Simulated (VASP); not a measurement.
**BAs: single point with PBE**

BAs:

```
CELL_PARAMETERS angstrom
0.00000 2.39187 2.42775
2.39187 0.00000 2.42775
2.39187 2.39187 0.00000
ATOMIC_POSITIONS crystal
B 0.00000 0.00000 0.00000
As 0.25000 0.25000 0.25000
```

This cell differs from its parent crystal: uniaxial z strain +1.5%.

```json
{
  "Program": "VASP 6.6.1",
  "Task": "single point",
  "Functional": "PBE",
  "Potentials or basis": "VASP PAW PBE potentials, release 64 (B, As)",
  "Cutoff": "500 eV",
  "k mesh": "10 × 10 × 10",
  "Occupations": "fermi-dirac, width 0.02 eV",
  "Spin": "no spin polarisation",
  "Dipole correction": "no",
  "Further INCAR settings": "ALGO = Normal; EDIFF = 1e-06; NBANDS = 11"
}
```

```json
{
 "Pressure": "0.7 GPa",
 "Band gap on the k mesh": "1.08 eV, indirect (least direct gap 3.17 eV)"
}
```

Stress tensor (GPa, compression positive):
```
 1.77  0.00  0.00
 0.00  1.77  0.00
 0.00  0.00 -1.31
```

Levels at points of the mesh, in eV from the valence-band top:
```csv
k point,band 2,band 3,band 4,band 5,band 6,band 7
"(0.00, 0.00, 0.00)",-0.15,0.00,0.00,3.17,3.17,3.27
"(0.50, 0.00, 0.00)",-8.70,-1.92,-1.75,2.52,4.66,4.77
"(0.50, 0.50, 0.00)",-8.55,-3.96,-3.96,1.52,1.53,11.12
"(0.50, 0.00, 0.50)",-8.43,-4.11,-4.08,1.35,1.35,11.03
```

Run time: 17 s on 1 thread of AMD EPYC 9R45 96-Core Processor (Zen 5) (shared host), peak memory 0.15 GiB.

Caveat: the cell differs from its parent crystal (uniaxial z strain +1.5%). A k mesh can miss the band edges.
